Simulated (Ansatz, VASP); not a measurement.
# Zn: VASP beside Ansatz

```xyz
2
Lattice="2.5828 0.0000 0.0000 -1.2914 2.2368 0.0000 0.0000 0.0000 4.8264" Properties=species:S:1:pos:R:3 pbc="T T T"
Zn    0.0000    1.4912    1.2066
Zn    1.2914    0.7456    3.6198
```

Alike in both runs: task single point; functional PBE; k mesh 22 × 22 × 11; occupations fermi-dirac, width 0.1 eV; no spin polarisation.

```csv
,VASP,Ansatz
version,VASP 6.6.1,Ansatz 0.2.0
potentials or method,"VASP PAW PBE potentials, release 64 (Zn), cutoff 520 eV","plane waves (420 eV) with PAW, scalar-relativistic"
valence electrons in the cell,24,24
```

|  | VASP | Ansatz | Ansatz less VASP |
| --- | --- | --- | --- |
| pressure (GPa) | 8.3 | 7.9 | -0.47 |
| traceless stress, the component that is largest in VASP (GPa) | -2.26 | -2.06 | +0.200 |
